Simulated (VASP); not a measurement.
# ZrO2 (Cubic zirconia) (Fm-3m) in VASP: further runs

The runs below take ZrO2 (Cubic zirconia) through single point, with PBE.

All numbers are computed with VASP 6.6.1; they aren't measurements. Logs are shortened: lines on timing, memory, paths and dates and some standing lists are left out, and cuts for length are marked.

### 1 The cell of the first run

It takes space group Fm-3m (No. 225, cubic). Conventional cell: a = 5.159 Å, b = 5.159 Å, c = 5.159 Å, α = 90.00°, β = 90.00°, γ = 90.00°. Within 3.0 Å of Zr (site symmetry m-3m) lie 8 O at 2.23 Å. Within 3.0 Å of O (site symmetry -43m) lie 4 Zr at 2.23 Å and 6 O at 2.58 Å.

### 2 Single point, PBE

INCAR reads:

```
SYSTEM = ZrO2
  PREC = Accurate
  ENCUT = 600
  EDIFF = 1E-6
  ISMEAR = 0
  SIGMA = 0.01
  LREAL = .False.
  LASPH = .True.
  NELM = 120
  ALGO = Normal
  ISIF = 2
  LWAVE = .False.
  LCHARG = .True.
  GGA = PE
  LELF = .True.
  LVHAR = .True.
  NBANDS = 19
  GGA_COMPAT = .False.
```

KPOINTS reads:

```
regular mesh
0
Gamma
  6 6 6
  0 0 0
```

POSCAR reads:

```
ZrO2
1.0
    0.0000000000      2.5792884080      2.5792884080
    2.5792884080      0.0000000000      2.5792884080
    2.5792884080      2.5792884080      0.0000000000
Zr O
1 2
Direct
    0.0000000000      0.0000000000      0.0000000000
    0.2500000000      0.2500000000      0.2500000000
    0.7500000000      0.7500000000      0.7500000000
```

Potentials or basis: VASP PAW PBE potentials, release 64 (Zr_sv, O).

On the command line:

```
> cat potpaw_PBE.64/Zr_sv/POTCAR potpaw_PBE.64/O/POTCAR > POTCAR
> mpirun -np 1 vasp_std > vasp.out
```

OUTCAR:

```text
SYSTEM = ZrO2
   PREC = Accurate
   ENCUT = 600
   EDIFF = 1E-6
   ISMEAR = 0
   LREAL = .False.
   LASPH = .True.
   NELM = 120
   ISIF = 2
   GGA = PE

 ion  position               nearest neighbor table
   1  0.000  0.000  0.000-   3 2.23   3 2.23   3 2.23   2 2.23   3 2.23   2 2.23   2 2.23   2 2.23

   2  0.250  0.250  0.250-   1 2.23   1 2.23   1 2.23   1 2.23
   3  0.750  0.750  0.750-   1 2.23   1 2.23   1 2.23   1 2.23

  LATTYP: Found a face centered cubic cell.
 ALAT       =     5.1585768160

  Lattice vectors:

 A1 = (   0.0000000000,   2.5792884080,   2.5792884080)
 A2 = (   2.5792884080,   0.0000000000,   2.5792884080)
 A3 = (   2.5792884080,   2.5792884080,   0.0000000000)

Analysis of symmetry for initial positions (statically):
=====================================================================
 Subroutine PRICEL returns:
 Original cell was already a primitive cell.

 Routine SETGRP: Setting up the symmetry group for a
 face centered cubic supercell.

 Subroutine GETGRP returns: Found 48 space group operations
 (whereof 48 operations were pure point group operations)
 out of a pool of 48 trial point group operations.

The static configuration has the point symmetry O_h .

Analysis of symmetry for dynamics (positions and initial velocities):
=====================================================================
 Subroutine PRICEL returns:
 Original cell was already a primitive cell.

 Routine SETGRP: Setting up the symmetry group for a
 face centered cubic supercell.

 Subroutine GETGRP returns: Found 48 space group operations
 (whereof 48 operations were pure point group operations)
 out of a pool of 48 trial point group operations.

The dynamic configuration has the point symmetry O_h .

 Subroutine INISYM returns: Found 48 space group operations
 (whereof 48 operations are pure point group operations),
 and found     1 'primitive' translations

----------------------------------------------------------------------------------------

                                     Primitive cell

  volume of cell :      34.3186

  direct lattice vectors                    reciprocal lattice vectors
     0.000000000  2.579288408  2.579288408    -0.193851916  0.193851916  0.193851916
     2.579288408  0.000000000  2.579288408     0.193851916 -0.193851916  0.193851916
     2.579288408  2.579288408  0.000000000     0.193851916  0.193851916 -0.193851916

  length of vectors
[... 73 lines left out ...]
   ENCUT  =  600.0 eV  44.10 Ry    6.64 a.u.   7.29  7.29  7.29*2*pi/ulx,y,z
   NELM   =    120;   NELMIN=  2; NELMDL= -5     # of ELM steps
   EDIFF  = 0.1E-05   stopping-criterion for ELM
   LREAL  =      F    real-space projection
   EDIFFG = 0.1E-04   stopping-criterion for IOM
   NSW    =      0    number of steps for IOM
   IBRION =     -1    ionic relax: 0-MD 1-quasi-New 2-CG
   NFREE  =      0    steps in history (QN), initial steepest desc. (CG)
   ISIF   =      2    stress and relaxation
   ISYM   =      2    0-nonsym 1-usesym 2-fastsym
   POTIM  = 0.5000    time-step for ionic-motion
   TEBEG  =    0.0;   TEEND  =   0.0 temperature during run
   PSTRESS=    0.0 pullay stress
   NELECT =      24.0000    total number of electrons
   NUPDOWN=      -1.0000    fix difference up-down
   EMIN   =  10.00;   EMAX   =-10.00  energy-range for DOS
   EFERMI =   0.00;   METHOD = LEGACY
   ISMEAR =     0;   SIGMA  =   0.01  broadening in eV -4-tet -1-fermi 0-gaus
   EFERMI_NEDOS =   21; number of points for ismear=-14 and -15
   IALGO  =     38    algorithm
   IMIX   =      4    mixing-type and parameters
     AMIX     =   0.40;   BMIX     =  1.00
     AMIX_MAG =   1.60;   BMIX_MAG =  1.00
  volume/ion in A,a.u.               =      11.44        77.20
  Fermi-wavevector in a.u.,A,eV,Ry     =   1.453122  2.746002 28.729557  2.111563
  Thomas-Fermi vector in A             =   2.570425
   LORBIT       =      0    0 simple, 1 ext, 2 COOP (PROOUT), +10 PAW based schemes
   GGA     = PE    functional components
   LHFCALC =     F    Hartree Fock is set to
   AEXX    =    0.0000 exact exchange contribution
   IVDW    =     0    specifies the selected vdW correction
   LEPSILON=     F    determine dielectric tensor
   LRPA    =     F    only Hartree local field effects (RPA)
 non-spin polarized calculation
 Gauss-broadening in eV      SIGMA  =   0.01
  energy-cutoff  :      600.00
  volume of cell :       34.32
 maximum number of plane-waves:      1167
 NGX is ok and might be reduce to    30
   NGX = 15   NGY = 15   NGZ = 15

 number of electron      23.9999995 magnetization

 Free energy of the ion-electron system (eV)
  ---------------------------------------------------
  ext. energy  EPLUGINS =         0.00000000
  ---------------------------------------------------
  free energy    TOTEN  =       -28.56118908 eV

  energy without entropy =      -28.56118908  energy(sigma->0) =      -28.56118908

 E-fermi :   6.9567     XC(G=0): -11.5680

 val. band max:        6.7744439498   @ k =   0.5000   0.5000   0.0000
 cond. band min:      10.0162134436   @ k =   0.0000   0.0000   0.0000
 fundamental gap:      3.2417694938
 Fermi energy:         6.9567448430

 k-point     1 :       0.0000    0.0000    0.0000
  band No.  band energies     occupation
      1     -41.5047      2.00000
      2     -19.3189      2.00000
      3     -19.3189      2.00000
      4     -19.3189      2.00000
      5     -11.2300      2.00000
      6      -8.8202      2.00000
[... 329 lines left out ...]
      6      -9.4744      2.00000
[... 11 lines left out ...]
     18      19.0750      0.00000
     19      21.1042      0.00000

------------------------ aborting loop because EDIFF is reached ----------------------------------------

  FORCE on cell =-STRESS in cart. coord.  units (eV):
  Direction    XX          YY          ZZ          XY          YZ          ZX
  --------------------------------------------------------------------------------------
  -------------------------------------------------------------------------------------
  Total       -1.1868996     -1.1868996     -1.1868996      0.0000000      0.0000000      0.0000000
  in kB      -55.4108565    -55.4108565    -55.4108565      0.0000000      0.0000000      0.0000000
  external PRESSURE =     -55.4108565 kB  Pullay stress =       0.0000000 kB

 VOLUME and BASIS-vectors are now :
 -----------------------------------------------------------------------------
  energy-cutoff  :      600.00
  volume of cell :       34.32
      direct lattice vectors                 reciprocal lattice vectors
     0.000000000  2.579288408  2.579288408    -0.193851916  0.193851916  0.193851916
     2.579288408  0.000000000  2.579288408     0.193851916 -0.193851916  0.193851916
     2.579288408  2.579288408  0.000000000     0.193851916  0.193851916 -0.193851916

 POSITION                                       TOTAL-FORCE (eV/Angst)
 -----------------------------------------------------------------------------------
      0.00000      0.00000      0.00000         0.000000     -0.000000      0.000000
      1.28964      1.28964      1.28964         0.000000      0.000000      0.000000
      3.86893      3.86893      3.86893        -0.000000     -0.000000     -0.000000
 -----------------------------------------------------------------------------------
    total drift:                                0.000000     -0.000000      0.000000

  FREE ENERGIE OF THE ION-ELECTRON SYSTEM (eV)
  ---------------------------------------------------
  free  energy   TOTEN  =       -28.5611890765 eV

  energy  without entropy=      -28.5611890765  energy(sigma->0) =      -28.56118908
```

OSZICAR:

```text
N       E                     dE             d eps       ncg     rms          rms(c)
DAV:   1     0.202002121107E+03    0.20200E+03   -0.15422E+04   608   0.144E+03
DAV:   2    -0.246324222410E+02   -0.22663E+03   -0.22033E+03   772   0.359E+02
DAV:   3    -0.346949528670E+02   -0.10063E+02   -0.10006E+02   824   0.735E+01
DAV:   4    -0.350017451815E+02   -0.30679E+00   -0.30595E+00   863   0.976E+00
DAV:   5    -0.350064278004E+02   -0.46826E-02   -0.46825E-02   746   0.120E+00    0.224E+01
DAV:   6    -0.286887382434E+02    0.63177E+01   -0.24053E+01   643   0.392E+01    0.772E+00
DAV:   7    -0.285997432901E+02    0.88995E-01   -0.10906E+00   748   0.796E+00    0.616E+00
DAV:   8    -0.285782080058E+02    0.21535E-01   -0.38669E-01   659   0.575E+00    0.258E+00
DAV:   9    -0.285598167191E+02    0.18391E-01   -0.51782E-02   650   0.209E+00    0.353E-01
DAV:  10    -0.285613517299E+02   -0.15350E-02   -0.63112E-03   712   0.728E-01    0.311E-01
DAV:  11    -0.285611539516E+02    0.19778E-03   -0.77045E-04   659   0.274E-01    0.431E-02
DAV:  12    -0.285611943603E+02   -0.40409E-04   -0.10416E-04   675   0.779E-02    0.388E-02
DAV:  13    -0.285611882664E+02    0.60939E-05   -0.20496E-05   850   0.339E-02    0.660E-03
DAV:  14    -0.285611897228E+02   -0.14564E-05   -0.44694E-06   668   0.202E-02    0.127E-02
DAV:  15    -0.285611890765E+02    0.64627E-06   -0.15335E-06   513   0.115E-02
   1 F= -.28561189E+02 E0= -.28561189E+02  d E =-.365034-148
```

Wall time 20 s (1 thread of Intel Xeon Platinum 8375C at 2.90GHz (Ice Lake), shared host); peak memory 0.17 GiB.

Results:

```yaml
Free_energy: -28.5612 eV
Pressure: -5.5 GPa
Band_gap_on_the_k_mesh: 3.24 eV, indirect (least direct gap 3.65 eV)
```

A k mesh can miss the band edges. Expect the measured gap to be larger: semilocal functionals such as PBE lack the derivative discontinuity.

### 3 Single point, PBE

This run uses another cell than the first one, of 11.73 Å³/atom, 1.025 times its volume.

INCAR reads:

```
SYSTEM = ZrO2
PREC = Accurate ; ENCUT = 600
EDIFF = 1E-6 ; ISMEAR = 0
SIGMA = 0.01 ; LREAL = .False.
LASPH = .True. ; NELM = 120
ALGO = Normal ; ISIF = 2
LWAVE = .False. ; LCHARG = .False.
GGA = PE ; NBANDS = 19
GGA_COMPAT = .False.
```

KPOINTS reads:

```
Automatic mesh
0
Gamma
  6 6 6
  0 0 0
```

POSCAR reads:

```
ZrO2
1.0
    0.0000000000      2.6008734149      2.6008734149
    2.6008734149      0.0000000000      2.6008734149
    2.6008734149      2.6008734149      0.0000000000
Zr O
1 2
Direct
    0.0000000000      0.0000000000      0.0000000000
    0.2500000000      0.2500000000      0.2500000000
    0.7500000000      0.7500000000      0.7500000000
```

Potentials or basis: VASP PAW PBE potentials, release 64 (Zr_sv, O).

On the command line:

```
> cat potpaw_PBE.64/Zr_sv/POTCAR potpaw_PBE.64/O/POTCAR > POTCAR
> mpirun -np 1 vasp_std > vasp.out
```

OUTCAR:

```text
SYSTEM = ZrO2
   PREC = Accurate
   ENCUT = 600
   EDIFF = 1E-6
   ISMEAR = 0
   LREAL = .False.
   LASPH = .True.
   NELM = 120
   ISIF = 2
   GGA = PE

 ion  position               nearest neighbor table
   1  0.000  0.000  0.000-   3 2.25   3 2.25   3 2.25   2 2.25   2 2.25   2 2.25   3 2.25   2 2.25

   2  0.250  0.250  0.250-   1 2.25   1 2.25   1 2.25   1 2.25
   3  0.750  0.750  0.750-   1 2.25   1 2.25   1 2.25   1 2.25

  LATTYP: Found a face centered cubic cell.
 ALAT       =     5.2017468298

  Lattice vectors:

 A1 = (   0.0000000000,   2.6008734149,   2.6008734149)
 A2 = (   2.6008734149,   0.0000000000,   2.6008734149)
 A3 = (   2.6008734149,   2.6008734149,   0.0000000000)

Analysis of symmetry for initial positions (statically):
=====================================================================
 Subroutine PRICEL returns:
 Original cell was already a primitive cell.

 Routine SETGRP: Setting up the symmetry group for a
 face centered cubic supercell.

 Subroutine GETGRP returns: Found 48 space group operations
 (whereof 48 operations were pure point group operations)
 out of a pool of 48 trial point group operations.

The static configuration has the point symmetry O_h .

Analysis of symmetry for dynamics (positions and initial velocities):
=====================================================================
 Subroutine PRICEL returns:
 Original cell was already a primitive cell.

 Routine SETGRP: Setting up the symmetry group for a
 face centered cubic supercell.

 Subroutine GETGRP returns: Found 48 space group operations
 (whereof 48 operations were pure point group operations)
 out of a pool of 48 trial point group operations.

The dynamic configuration has the point symmetry O_h .

 Subroutine INISYM returns: Found 48 space group operations
 (whereof 48 operations are pure point group operations),
 and found     1 'primitive' translations
[... 104 lines left out ...]
   EFERMI_NEDOS =   21; number of points for ismear=-14 and -15
   IALGO  =     38    algorithm
   IMIX   =      4    mixing-type and parameters
     AMIX     =   0.40;   BMIX     =  1.00
     AMIX_MAG =   1.60;   BMIX_MAG =  1.00
  volume/ion in A,a.u.               =      11.73        79.15
  Fermi-wavevector in a.u.,A,eV,Ry     =   1.441062  2.723213 28.254674  2.076660
  Thomas-Fermi vector in A             =   2.559736
   LORBIT       =      0    0 simple, 1 ext, 2 COOP (PROOUT), +10 PAW based schemes
   GGA     = PE    functional components
   LHFCALC =     F    Hartree Fock is set to
   AEXX    =    0.0000 exact exchange contribution
   IVDW    =     0    specifies the selected vdW correction
   LEPSILON=     F    determine dielectric tensor
   LRPA    =     F    only Hartree local field effects (RPA)
 non-spin polarized calculation
 Gauss-broadening in eV      SIGMA  =   0.01
  energy-cutoff  :      600.00
  volume of cell :       35.19
 maximum number of plane-waves:      1211
 NGX is ok and might be reduce to    30
   NGX = 15   NGY = 15   NGZ = 15

 number of electron      24.0000002 magnetization

 Free energy of the ion-electron system (eV)
  ---------------------------------------------------
  ext. energy  EPLUGINS =         0.00000000
  ---------------------------------------------------
  free energy    TOTEN  =       -28.51952434 eV

  energy without entropy =      -28.51952434  energy(sigma->0) =      -28.51952434

 E-fermi :   6.6071     XC(G=0): -11.4364

 val. band max:        6.5028655537   @ k =   0.5000   0.5000   0.0000
 cond. band min:       9.6734191549   @ k =   0.0000   0.0000   0.0000
 fundamental gap:      3.1705536013
 Fermi energy:         6.6070971037

 k-point     1 :       0.0000    0.0000    0.0000
  band No.  band energies     occupation
      1     -41.8973      2.00000
      2     -19.7067      2.00000
      3     -19.7067      2.00000
      4     -19.7067      2.00000
      5     -11.3838      2.00000
      6      -9.0649      2.00000
[... 329 lines left out ...]
      6      -9.7316      2.00000
[... 11 lines left out ...]
     18      18.6337      0.00000
     19      20.5230      0.00000

------------------------ aborting loop because EDIFF is reached ----------------------------------------

  FORCE on cell =-STRESS in cart. coord.  units (eV):
  Direction    XX          YY          ZZ          XY          YZ          ZX
  --------------------------------------------------------------------------------------
  -------------------------------------------------------------------------------------
  Total       -2.3139626     -2.3139626     -2.3139626      0.0000000      0.0000000     -0.0000000
  in kB     -105.3608514   -105.3608514   -105.3608514      0.0000000      0.0000000     -0.0000000
  external PRESSURE =    -105.3608514 kB  Pullay stress =       0.0000000 kB

 VOLUME and BASIS-vectors are now :
 -----------------------------------------------------------------------------
  energy-cutoff  :      600.00
  volume of cell :       35.19
      direct lattice vectors                 reciprocal lattice vectors
     0.000000000  2.600873415  2.600873415    -0.192243112  0.192243112  0.192243112
     2.600873415  0.000000000  2.600873415     0.192243112 -0.192243112  0.192243112
     2.600873415  2.600873415  0.000000000     0.192243112  0.192243112 -0.192243112

 POSITION                                       TOTAL-FORCE (eV/Angst)
 -----------------------------------------------------------------------------------
      0.00000      0.00000      0.00000        -0.000000     -0.000000      0.000000
      1.30044      1.30044      1.30044         0.000000      0.000000      0.000000
      3.90131      3.90131      3.90131        -0.000000     -0.000000     -0.000000
 -----------------------------------------------------------------------------------
    total drift:                                0.000000     -0.000000      0.000000

  FREE ENERGIE OF THE ION-ELECTRON SYSTEM (eV)
  ---------------------------------------------------
  free  energy   TOTEN  =       -28.5195243354 eV

  energy  without entropy=      -28.5195243354  energy(sigma->0) =      -28.51952434
```

It took 17 s on 1 thread of Intel Xeon Platinum 8375C at 2.90GHz (Ice Lake), shared host; peak memory 0.17 GiB.

Results:

```
Free energy            : -28.5195 eV
Pressure               : -10.5 GPa
Band gap on the k mesh : 3.17 eV, indirect (least direct gap 3.56 eV)
```

Levels at points of the mesh, in eV from the valence-band top:
| k point | band 10 | band 11 | band 12 | band 13 | band 14 | band 15 |
| --- | --- | --- | --- | --- | --- | --- |
| (0.00, 0.00, 0.00) | -0.51 | -0.51 | -0.51 | 3.17 | 3.17 | 6.10 |
| (0.50, 0.00, 0.00) | -2.40 | -1.58 | -1.58 | 3.74 | 3.74 | 5.51 |
| (0.50, 0.50, 0.00) | -1.42 | -1.42 | 0.00 | 3.56 | 4.39 | 5.26 |

A k mesh can miss the band edges. A hybrid or GW would open this gap; PBE tends to underestimate it.
